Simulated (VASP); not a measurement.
Runs of VASP 6.6.1 on Tl. The structure is that of space group P6_3/mmc (No. 194), or close to it. The cells are those of the table. 

| level | cell | k mesh | grid for exact exchange (PRECFOCK) | share of exact exchange | gap on the mesh (eV) | pressure (GPa) |
| --- | --- | --- | --- | --- | --- | --- |
| PBE | a = 3.638, b = 3.638, c = 5.716 Å, angles 90.0, 90.0, 120.0°, 2 atoms | 17 × 17 × 9 | - | - | none | -1.0 |
| PBE | a = 3.729, b = 3.729, c = 5.859 Å, angles 90.0, 90.0, 120.0°, 2 atoms | 17 × 17 × 9 | - | - | none | -2.3 |
| PBE | a = 3.684, b = 3.684, c = 5.789 Å, angles 90.0, 90.0, 120.0°, 2 atoms | 17 × 17 × 9 | - | - | none | (a) |
| PBE0 | a = 3.590, b = 3.590, c = 5.642 Å, angles 90.0, 90.0, 120.0°, 2 atoms | 5 × 5 × 3 | Normal | 0.25 | none | -1.3 |

Alike in all rows: task single point; potentials or basis VASP PAW PBE potentials, release 64 (Tl_d); no spin polarisation; cutoff (eV) 520; smearing fermi-dirac 0.1 eV.

Question: Estimate the missing entries.

Answer: (a) -1.7.

Caveats: some runs use coarse meshes; spin-orbit coupling is left out, which moves the levels of the heavy elements; the PAW data sets were made with another functional, which shifts forces and pressure a little (at least some runs).

A k mesh can miss the band edges, and the runs leave out spin-orbit coupling on Tl.

A gap of «none» marks levels without a gap at the run's occupations.
